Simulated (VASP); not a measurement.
The system is ZnTe3O.

```xyz
5
Lattice="6.3818 0.0000 0.0000 -3.1909 5.5268 0.0000 0.0000 0.0000 3.5316" Properties=species:S:1:pos:R:3 pbc="T T T"
Zn    0.0000    0.0000    0.0000
Te    1.5954    2.7634    1.7658
Te   -1.5954    2.7634    1.7658
Te    3.1909    0.0000    1.7658
O     0.0000    0.0000    1.7658
```

The cell was generated, and may not be a known phase.

```yaml
Program: VASP 6.6.1
Task: relaxation of cell and atoms
Functional: PBE
Potentials_or_basis: VASP PAW PBE potentials, release 64 (Zn, Te, O)
Cutoff: 600 eV
k_mesh: 6 × 6 × 10
Occupations: gaussian, width 0.1 eV
Spin: no spin polarisation
```

At the start: pressure 0.2 GPa; volume 24.91 Å³/atom.

**Question.** How do energy, volume and symmetry change on relaxing?

**Answer.** Over 5 steps the energy falls by 2.1 meV/atom and the volume is 25.20 Å³/atom (+1.2 %); space group P6/mmm (No. 191, to 0.1 Å) before and after.

The path:
| step | energy change (eV) | largest force (eV/Å) | pressure (GPa) | volume (Å³) |
| --- | --- | --- | --- | --- |
| 1 | 0.0000 | 0.0000 | 0.19 | 124.56 |
| 2 | -0.0082 | 0.0000 | 0.23 | 125.10 |
| 3 | -0.0099 | 0.0000 | 0.27 | 125.45 |
| 4 | -0.0102 | 0.0000 | -0.16 | 126.39 |
| 5 | -0.0104 | 0.0000 | 0.01 | 126.01 |

Final structure:
```
Zn Te O
1.0
     6.44876    0.00000    0.00000
    -3.22438    5.58479    0.00000
     0.00000    0.00000    3.49871
Zn Te O
1 3 1
Direct
  0.00000 0.00000 0.00000
  0.50000 0.50000 0.50000
  0.00000 0.50000 0.50000
  0.50000 0.00000 0.50000
  0.00000 0.00000 0.50000
```
